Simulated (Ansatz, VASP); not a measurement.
## Cs: VASP beside Ansatz

INCAR

```
SYSTEM = Cs
  ALGO = Fast
  EDIFF = 1E-6
  ENCUT = 520
  GGA = PS
  ISIF = 2
  ISMEAR = 0
  LASPH = .TRUE.
  LCHARG = .FALSE.
  LREAL = .FALSE.
  LWAVE = .FALSE.
  NBANDS = 10
  NELM = 80
  PREC = Accurate
  SIGMA = 0.1
```

The input KPOINTS:

```
k-points
0
G
  6 6 4
  0 0 0
```

POSCAR

```
Cs
1.0
    5.3673347428      0.0000000000      0.0000000000
   -2.6836673714      4.6482482379      0.0000000000
    0.0000000000      0.0000000000      5.0151034003
Cs
1
Direct
    0.0000000000      0.0000000000      0.0000000000
```

Input for Ansatz:

```yaml
crystal:
  lattice:
    - [5.3673347428, 0.0, 0.0]
    - [-2.6836673714, 4.6482482379, 0.0]
    - [0.0, 0.0, 5.0151034003]
  atoms:
    - { symbol: Cs, position: [0.0, 0.0, 0.0] }
basis:
  ecutwfc: 420
kpoints:
  mp_grid: { grid: [6, 6, 4] }
hamiltonian:
  xc: pbesol
scf:
  occupations: { method: gaussian, width: 0.1 }
  lower_state_search: "off"
output:
  forces: true
  stress: true
  eigenvalues: true
```

Alike in both runs: task single point; functional PBEsol; k mesh 6 × 6 × 4; occupations gaussian, width 0.1 eV; no spin polarisation.

|  | VASP | Ansatz |
| --- | --- | --- |
| version | VASP 6.6.1 | Ansatz 0.2.0 |
| potentials or method | VASP PAW PBE potentials, release 64 (Cs_sv), cutoff 520 eV | scalar-relativistic, plane waves, PAW |
| valence electrons in the cell | 9 | 9 |

|  | VASP | Ansatz | Ansatz less VASP |
| --- | --- | --- | --- |
| gap on the k mesh at the Fermi level (eV) | none | none | - |
| pressure (GPa) | -0.2 | -0.2 | +0.01 |
| traceless stress, the component that is largest in VASP (GPa) | -0.11 | -0.11 | 0.000 |

VASP's potentials were made for PBE, not for PBEsol. A gap of «none» marks a metal or a gap that the smearing closes. The functional is the same, so the differences come from potentials, cutoffs and numerics.

Neither program's run includes spin-orbit coupling.
